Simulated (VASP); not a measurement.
Wanted: the native input for a VASP 6.6.1 run.

```yaml
Task: single point
Functional: PBE
Potentials_or_basis: VASP PAW PBE potentials, release 64 (Pd)
Cutoff: 520 eV
k_mesh: 17 × 17 × 9
Occupations: fermi-dirac, width 0.05 eV
Spin: no spin polarisation
Dipole_correction: no
Further_INCAR_settings: ALGO = Normal; EDIFF = 1e-06; NBANDS = 17
```

The structure of Pd lies in POSCAR:

```
Pd
1.0
    2.8295893863      0.0000000000      0.0000000000
   -1.4147946932      2.4504962909      0.0000000000
    0.0000000000      0.0000000000      4.7016611725
Pd
2
Direct
    0.3333333333      0.6666666667      0.2500000000
    0.6666666667      0.3333333333      0.7500000000
```

These files were run (other wordings do the same):

INCAR

```
PREC = Accurate ; ENCUT = 520
EDIFF = 1E-6 ; ISMEAR = -1
SIGMA = 0.05 ; LREAL = False
LASPH = True ; NELM = 100
ALGO = Normal ; ISIF = 2
LWAVE = False ; LCHARG = False
GGA = PE ; NBANDS = 17
```

KPOINTS

```
regular mesh
0
Gamma
  17 17 9
```

Potentials or basis: VASP PAW PBE potentials, release 64 (Pd).

The run is started by

```bash
$ cat potpaw_PBE.64/Pd/POTCAR > POTCAR
$ mpirun -np 1 vasp_std > vasp.out
```

It gave:

```yaml
Pressure: -8.3 GPa
Band_gap_on_the_k_mesh: zero (band 10 reaches 8.34 eV, above the bottom of band 11 at 7.66 eV)
```

Run time: 62 s on 1 thread of AMD EPYC 9R14 (Zen 4) (shared host), peak memory 0.18 GiB.
